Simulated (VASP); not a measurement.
CaC2, 3 atoms in the cell. It takes space group R-3m (No. 166, trigonal). The conventional cell has a = 3.751 Å, b = 3.751 Å, c = 11.506 Å, α = 90.00°, β = 90.00°, γ = 120.00°. Within 3.4 Å of Ca (site symmetry -3m) lie 12 C at 2.52 to 3.34 Å. C (site symmetry 3m) has 1 C at 1.24 Å within 1.7 Å. 

```yaml
Program: VASP 6.6.1
Task: vibrations by perturbation theory
Functional: LDA
Potentials_or_basis: VASP PAW LDA potentials, release 64 (Ca_sv, C)
Cutoff: 520 eV
k_mesh: 9 × 9 × 9
Occupations: gaussian, width 0.01 eV
Spin: no spin polarisation
Dipole_correction: no
Further_INCAR_settings: ALGO = Normal; EDIFF = 1e-08; NBANDS = 16; IBRION = 8; NSW = 1
```

Potentials or basis: VASP PAW LDA potentials, release 64 (Ca_sv, C).

The run is started by

```bash
$ cat potpaw_LDA.64/Ca_sv/POTCAR potpaw_LDA.64/C/POTCAR > POTCAR
$ mpirun -np 1 vasp_std > vasp.out
```

Hardware: 1 thread of Intel(R) Xeon(R) Platinum 8488C (Sapphire Rapids), on a shared host.

Question: How long does it take, and how much memory?

Answer: Run time: 52 min on 1 thread of Intel(R) Xeon(R) Platinum 8488C (Sapphire Rapids), on a shared host, peak memory 0.73 GiB. Counts: scf iterations 263, k points 85.
